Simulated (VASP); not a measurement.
# Ti3N3O in VASP: further runs

Runs on Ti3N3O. Level: PBE. Tasks: single point.

All numbers are computed with VASP 6.6.1; they aren't measurements. Logs are shortened: lines on timing, memory, paths and dates and some standing lists are left out, and cuts for length are marked.

### Step 1. The cell of the first run

The cell holds a slab with vacuum, 7 atoms: a = 3.003 Å, b = 3.003 Å, c = 19.758 Å, α = 90.00°, β = 90.00°, γ = 90.00°.

### Step 2. Single point, PBE

Input file INCAR:

```
SYSTEM = Ti3N3O
PREC = Accurate ; ENCUT = 520
EDIFF = 1E-6 ; ISMEAR = 0
SIGMA = 0.1 ; LREAL = .FALSE.
LASPH = .TRUE. ; NELM = 100
ALGO = Normal ; ISIF = 2
LWAVE = .FALSE. ; LCHARG = .FALSE.
LDIPOL = .TRUE. ; IDIPOL = 3
DIPOL = 0.5 0.5 0.335 ; GGA = PE
NBANDS = 38
```

Input file KPOINTS:

```
Automatic mesh
0
G
  9 9 1
  0 0 0
```

Input file POSCAR:

```
Ti3N3O
1.0
    3.0028555065      0.0000000000      0.0000000000
    0.0000000000      3.0028555065      0.0000000000
    0.0000000000      0.0000000000     19.7584945265
Ti N O
3 3 1
Direct
    0.5000000000      0.5000000000      0.2024445736
    0.0000000000      0.0000000000      0.3072496201
    0.5000000000      0.5000000000      0.4263710414
    0.0000000000      0.0000000000      0.2024445736
    0.5000000000      0.5000000000      0.3055678856
    0.0000000000      0.0000000000      0.4129172022
    0.0000000000      0.0000000000      0.4852668869
```

Potentials or basis: VASP PAW PBE potentials, release 64 (Ti_sv, N, O).

The run is started by

```
cat potpaw_PBE.64/Ti_sv/POTCAR potpaw_PBE.64/N/POTCAR potpaw_PBE.64/O/POTCAR > POTCAR
mpirun -np 1 vasp_std > vasp.out
```

OUTCAR:

```text
SYSTEM = Ti3N3O
   PREC = Accurate
   ENCUT = 520
   EDIFF = 1E-6
   ISMEAR = 0
   LREAL = .FALSE.
   LASPH = .TRUE.
   NELM = 100
   ISIF = 2
   GGA = PE

 ion  position               nearest neighbor table
   1  0.500  0.500  0.202-   5 2.04   4 2.12   4 2.12   4 2.12   4 2.12
   2  0.000  0.000  0.307-   4 2.07   6 2.09   5 2.12   5 2.12   5 2.12   5 2.12
   3  0.500  0.500  0.426-   6 2.14   6 2.14   6 2.14   6 2.14   7 2.42   7 2.42   7 2.42   7 2.42

   4  0.000  0.000  0.202-   2 2.07   1 2.12   1 2.12   1 2.12   1 2.12
   5  0.500  0.500  0.306-   1 2.04   2 2.12   2 2.12   2 2.12   2 2.12
   6  0.000  0.000  0.413-   7 1.43   2 2.09   3 2.14   3 2.14   3 2.14   3 2.14
   7  0.000  0.000  0.485-   6 1.43   3 2.42   3 2.42   3 2.42   3 2.42

  LATTYP: Found a simple tetragonal cell.
 ALAT       =     3.0028555065
 C/A-ratio  =     6.5799018580

  Lattice vectors:

 A1 = (   3.0028555065,   0.0000000000,   0.0000000000)
 A2 = (   0.0000000000,   3.0028555065,   0.0000000000)
 A3 = (   0.0000000000,   0.0000000000,  19.7584945265)

Analysis of symmetry for initial positions (statically):
=====================================================================
 Subroutine PRICEL returns:
 Original cell was already a primitive cell.

 Routine SETGRP: Setting up the symmetry group for a
 simple tetragonal supercell.

 Subroutine GETGRP returns: Found  8 space group operations
 (whereof  8 operations were pure point group operations)
 out of a pool of 16 trial point group operations.

The static configuration has the point symmetry C_4v.

Analysis of symmetry for dynamics (positions and initial velocities):
=====================================================================
 Subroutine PRICEL returns:
 Original cell was already a primitive cell.

 Routine SETGRP: Setting up the symmetry group for a
 simple tetragonal supercell.

 Subroutine GETGRP returns: Found  8 space group operations
 (whereof  8 operations were pure point group operations)
 out of a pool of 16 trial point group operations.

The dynamic configuration has the point symmetry C_4v.

 Subroutine INISYM returns: Found  8 space group operations
 (whereof  8 operations are pure point group operations),
 and found     1 'primitive' translations

----------------------------------------------------------------------------------------

                                     Primitive cell

  volume of cell :     178.1651

  direct lattice vectors                    reciprocal lattice vectors
     3.002855506  0.000000000  0.000000000     0.333016357  0.000000000  0.000000000
     0.000000000  3.002855506  0.000000000     0.000000000  0.333016357  0.000000000
     0.000000000  0.000000000 19.758494527     0.000000000  0.000000000  0.050611143

  length of vectors
     3.002855506  3.002855506 19.758494527     0.333016357  0.333016357  0.050611143

  position of ions in fractional coordinates (direct lattice)
     0.500000000  0.500000000  0.202444574
     0.000000000  0.000000000  0.307249620
     0.500000000  0.500000000  0.426371041
     0.000000000  0.000000000  0.202444574
     0.500000000  0.500000000  0.305567886
     0.000000000  0.000000000  0.412917202
     0.000000000  0.000000000  0.485266887

  ion indices of the primitive-cell ions
   primitive index   ion index
                 1           1
                 2           2
                 3           3
                 4           4
                 5           5
                 6           6
                 7           7

----------------------------------------------------------------------------------------

 KPOINTS: Automatic mesh

Automatic generation of k-mesh.
 Grid dimensions read from file:
 generate k-points for:    9    9    1

 Generating k-lattice:

  Cartesian coordinates                     Fractional coordinates (reciprocal lattice)
     0.037001817  0.000000000  0.000000000     0.111111111  0.000000000  0.000000000
     0.000000000  0.037001817  0.000000000     0.000000000  0.111111111  0.000000000
     0.000000000  0.000000000  0.050611143     0.000000000  0.000000000  1.000000000

  Length of vectors
     0.037001817  0.037001817  0.050611143

  Shift w.r.t. Gamma in fractional coordinates (k-lattice)
     0.000000000  0.000000000  0.000000000

 Subroutine IBZKPT returns following result:
 ===========================================

 Found     15 irreducible k-points:

 Following reciprocal coordinates:
            Coordinates               Weight
  0.000000  0.000000  0.000000      1.000000
  0.111111  0.000000  0.000000      4.000000
  0.222222  0.000000  0.000000      4.000000
  0.333333  0.000000  0.000000      4.000000
  0.444444  0.000000  0.000000      4.000000
  0.111111  0.111111  0.000000      4.000000
  0.222222  0.111111  0.000000      8.000000
  0.333333  0.111111  0.000000      8.000000
  0.444444  0.111111  0.000000      8.000000
  0.222222  0.222222  0.000000      4.000000
  0.333333  0.222222  0.000000      8.000000
  0.444444  0.222222  0.000000      8.000000
  0.333333  0.333333  0.000000      4.000000
  0.444444  0.333333  0.000000      8.000000
  0.444444  0.444444  0.000000      4.000000
   k-points           NKPTS =     15   k-points in BZ     NKDIM =     15   number of bands    NBANDS=     38
   number of dos      NEDOS =    301   number of ions     NIONS =      7
   total plane-waves  NPLWV =  86400
   dimension x,y,z NGX =    24 NGY =   24 NGZ =  150
   dimension x,y,z NGXF=    48 NGYF=   48 NGZF=  300
   ions per type =               3   3   1
   NGX,Y,Z   is equivalent  to a cutoff of  13.29, 13.29, 12.62 a.u.
   NGXF,Y,Z  is equivalent  to a cutoff of  26.57, 26.57, 25.24 a.u.
 SYSTEM =  Ti3N3O
   PREC   = accura    normal or accurate (medium, high low for compatibility)
   ISTART =      0    job   : 0-new  1-cont  2-samecut
   ICHARG =      2    charge: 1-file 2-atom 10-const
   ISPIN  =      1    spin polarized calculation?
   LNONCOLLINEAR =      F non collinear calculations
   LSORBIT =      F    spin-orbit coupling
   LASPH  =      T    aspherical Exc in radial PAW
   ENCUT  =  520.0 eV  38.22 Ry    6.18 a.u.   5.58  5.58 36.74*2*pi/ulx,y,z
   NELM   =    100;   NELMIN=  2; NELMDL= -5     # of ELM steps
   EDIFF  = 0.1E-05   stopping-criterion for ELM
   LREAL  =      F    real-space projection
   EDIFFG = 0.1E-04   stopping-criterion for IOM
   NSW    =      0    number of steps for IOM
   IBRION =     -1    ionic relax: 0-MD 1-quasi-New 2-CG
   NFREE  =      0    steps in history (QN), initial steepest desc. (CG)
   ISIF   =      2    stress and relaxation
   ISYM   =      2    0-nonsym 1-usesym 2-fastsym
   POTIM  = 0.5000    time-step for ionic-motion
   TEBEG  =    0.0;   TEEND  =   0.0 temperature during run
   PSTRESS=    0.0 pullay stress
   NELECT =      57.0000    total number of electrons
   NUPDOWN=      -1.0000    fix difference up-down
   EMIN   =  10.00;   EMAX   =-10.00  energy-range for DOS
   EFERMI =   0.00;   METHOD = LEGACY
   ISMEAR =     0;   SIGMA  =   0.10  broadening in eV -4-tet -1-fermi 0-gaus
   EFERMI_NEDOS =   21; number of points for ismear=-14 and -15
   IALGO  =     38    algorithm
   IMIX   =      4    mixing-type and parameters
     AMIX     =   0.40;   BMIX     =  1.00
     AMIX_MAG =   1.60;   BMIX_MAG =  1.00
  volume/ion in A,a.u.               =      25.45       171.76
  Fermi-wavevector in a.u.,A,eV,Ry     =   1.119676  2.115880 17.057262  1.253673
  Thomas-Fermi vector in A             =   2.256316
   LORBIT       =      0    0 simple, 1 ext, 2 COOP (PROOUT), +10 PAW based schemes
   GGA     = PE    functional components
   LHFCALC =     F    Hartree Fock is set to
   AEXX    =    0.0000 exact exchange contribution
   IVDW    =     0    specifies the selected vdW correction
   LEPSILON=     F    determine dielectric tensor
   LRPA    =     F    only Hartree local field effects (RPA)
 non-spin polarized calculation
 Gauss-broadening in eV      SIGMA  =   0.10
  energy-cutoff  :      520.00
  volume of cell :      178.17
 maximum number of plane-waves:      4826
 NGX is ok and might be reduce to    24
   NGX = 11   NGY = 11   NGZ = 73

 dipolmoment           0.000000      0.000000     -0.007193 electrons x Angstroem

 number of electron      56.9999993 magnetization

 dipolmoment           0.000000      0.000000      0.062985 electrons x Angstroem

 Free energy of the ion-electron system (eV)
  ---------------------------------------------------
  ext. energy  EPLUGINS =         0.00000000
  ---------------------------------------------------
  free energy    TOTEN  =       -61.85533572 eV

  energy without entropy =      -61.83118005  energy(sigma->0) =      -61.84325789

 E-fermi :   1.8138     XC(G=0):  -5.5537

 val. band max:        1.7727886972   @ k =   0.2222   0.2222   0.0000
 cond. band min:       1.8162710753   @ k =   0.3333   0.1111   0.0000
 fundamental gap:      0.0434823782
 Fermi energy:         1.8138477635

 k-point     1 :       0.0000    0.0000    0.0000
  band No.  band energies     occupation
      1     -56.7060      2.00000
      2     -56.0229      2.00000
      3     -55.9259      2.00000
      4     -33.1064      2.00000
      5     -32.8030      2.00000
      6     -32.8030      2.00000
[... 30 lines left out ...]
     37       3.3396      0.00000
     38       3.3894      0.00000

 k-point     2 :       0.1111    0.0000    0.0000
  band No.  band energies     occupation
      1     -56.7021      2.00000
      2     -56.0175      2.00000
      3     -55.9239      2.00000
      4     -33.1011      2.00000
      5     -32.8524      2.00000
      6     -32.7974      2.00000
[... 30 lines left out ...]
     37       3.3852      0.00000
     38       3.4347      0.00000
[... 490 lines left out ...]
     37       4.0876      0.00000
     38       4.2022      0.00000

 k-point    15 :       0.4444    0.4444    0.0000
  band No.  band energies     occupation
      1     -56.6436      2.00000
      2     -55.9455      2.00000
      3     -55.8832      2.00000
      4     -33.0680      2.00000
      5     -33.0627      2.00000
      6     -33.0259      2.00000
[... 30 lines left out ...]
     37       4.1827      0.00000
     38       4.1883      0.00000

------------------------ aborting loop because EDIFF is reached ----------------------------------------

 vacuum level on the upper side and lower side of the slab       (xc-potential included)         0.608        -0.737

  FORCE on cell =-STRESS in cart. coord.  units (eV):
  Direction    XX          YY          ZZ          XY          YZ          ZX
  --------------------------------------------------------------------------------------
  -------------------------------------------------------------------------------------
  Total       -4.4681284     -4.4681284      0.1293348      0.0000000     -0.0000000      0.0000000
  in kB      -40.1803309    -40.1803309      1.1630633      0.0000000     -0.0000000      0.0000000
  external PRESSURE =     -26.3991995 kB  Pullay stress =       0.0000000 kB

 VOLUME and BASIS-vectors are now :
 -----------------------------------------------------------------------------
  energy-cutoff  :      520.00
  volume of cell :      178.17
      direct lattice vectors                 reciprocal lattice vectors
     3.002855506  0.000000000  0.000000000     0.333016357  0.000000000  0.000000000
     0.000000000  3.002855506  0.000000000     0.000000000  0.333016357  0.000000000
     0.000000000  0.000000000 19.758494527     0.000000000  0.000000000  0.050611143

 POSITION                                       TOTAL-FORCE (eV/Angst)
 -----------------------------------------------------------------------------------
      1.50143      1.50143      4.00000         0.000000      0.000000      1.050004
      0.00000      0.00000      6.07079        -0.000000      0.000000     -1.151863
      1.50143      1.50143      8.42445        -0.000000      0.000000      0.010170
      0.00000      0.00000      4.00000        -0.000000      0.000000     -0.969745
      1.50143      1.50143      6.03756        -0.000000     -0.000000      1.044669
      0.00000      0.00000      8.15862        -0.000000      0.000000     -0.230759
      0.00000      0.00000      9.58814        -0.000000      0.000000      0.247524
 -----------------------------------------------------------------------------------
    total drift:                                0.000000      0.000000     -0.000917

  FREE ENERGIE OF THE ION-ELECTRON SYSTEM (eV)
  ---------------------------------------------------
  free  energy   TOTEN  =       -61.8553357240 eV

  energy  without entropy=      -61.8311800547  energy(sigma->0) =      -61.84325789

 vacuum level on the upper side and lower side of the slab         5.927         4.543
```

Run time: 3.7 min. Hardware: 1 thread of Intel Xeon 6975P-C, shared host; peak memory 0.32 GiB.

What came out:

- Free energy: -61.8553 eV
- Largest force: 1.152 eV/Å

Forces on the atoms (eV/Å):
```
Ti   0.000  0.000  1.050
Ti   0.000  0.000 -1.152
Ti   0.000  0.000  0.010
N    0.000  0.000 -0.970
N    0.000  0.000  1.045
N    0.000  0.000 -0.231
O    0.000  0.000  0.248
```

Levels at points of the mesh, in eV from the Fermi level:
```csv
k point,band 27,band 28,band 29,band 30,band 31,band 32
"(0.00, 0.00, 0.00)",-2.22,-1.95,-1.95,-1.01,-0.39,0.39
```

Caveat: an odd number of electrons without spin polarisation forces a metal; a magnetic or distorted state may lie lower.

### Step 3. Single point, PBE

Input file INCAR:

```
PREC     = Accurate       # precision mode
ENCUT    = 520            # plane-wave cutoff, eV
EDIFF    = 1E-7           # SCF threshold, eV
ISMEAR   = 0              # smearing method
SIGMA    = 0.1            # smearing width, eV
LREAL    = False          # projectors in reciprocal space
LASPH    = True           # aspherical terms in the spheres
NELM     = 60             # most SCF steps
ALGO     = Normal         # electronic algorithm
ISIF     = 2              # what is computed and relaxed
LWAVE    = False          # write WAVECAR
LCHARG   = True           # write CHGCAR
LDIPOL   = True         
IDIPOL   = 3            
DIPOL    = 0.5 0.5 0.339
GGA      = PE             # functional
LELF     = True           # ELF
LVHAR    = True         
LVACPOTAV= True         
NBANDS   = 38             # bands
```

Input file KPOINTS:

```
regular mesh
0
Gamma
  9 9 1
```

Input file POSCAR:

```
Ti3N3O
1.0
    3.0028555065      0.0000000000      0.0000000000
    0.0000000000      3.0028555065      0.0000000000
    0.0000000000      0.0000000000     19.7584945265
Ti N O
3 3 1
Direct
    0.5000000000      0.5000000000      0.2024445736
    0.0000000000      0.0000000000      0.3072496201
    0.5000000000      0.5000000000      0.4359227045
    0.0000000000      0.0000000000      0.2024445736
    0.5000000000      0.5000000000      0.3055678856
    0.0000000000      0.0000000000      0.4055984990
    0.5000000000      0.5000000000      0.5168845566
```

Potentials or basis: VASP PAW PBE potentials, release 64 (Ti_sv, N, O).

The run is started by

```
cat potpaw_PBE.64/Ti_sv/POTCAR potpaw_PBE.64/N/POTCAR potpaw_PBE.64/O/POTCAR > POTCAR
mpirun -np 1 vasp_std > vasp.out
```

Run time: 4.9 min. Hardware: 1 thread of Intel Xeon 6975P-C, shared host; peak memory 0.32 GiB.

It converged, with:

- Free energy: -63.7113 eV
- Largest force: 2.608 eV/Å

Forces on the atoms (eV/Å):
```
Ti   0.000  0.000  0.769
Ti   0.000  0.000  2.608
Ti   0.000  0.000 -0.541
N    0.000  0.000 -1.785
N    0.000  0.000 -1.631
N    0.000  0.000  0.055
O    0.000  0.000  0.526
```

Levels at points of the mesh, in eV from the Fermi level:
```tsv
k point	band 26	band 27	band 28	band 29	band 30	band 31
(0.00, 0.00, 0.00)	-1.13	-0.90	-0.85	-0.13	-0.13	0.79
```

Caveat: an odd number of electrons without spin polarisation forces a metal; a magnetic or distorted state may lie lower.
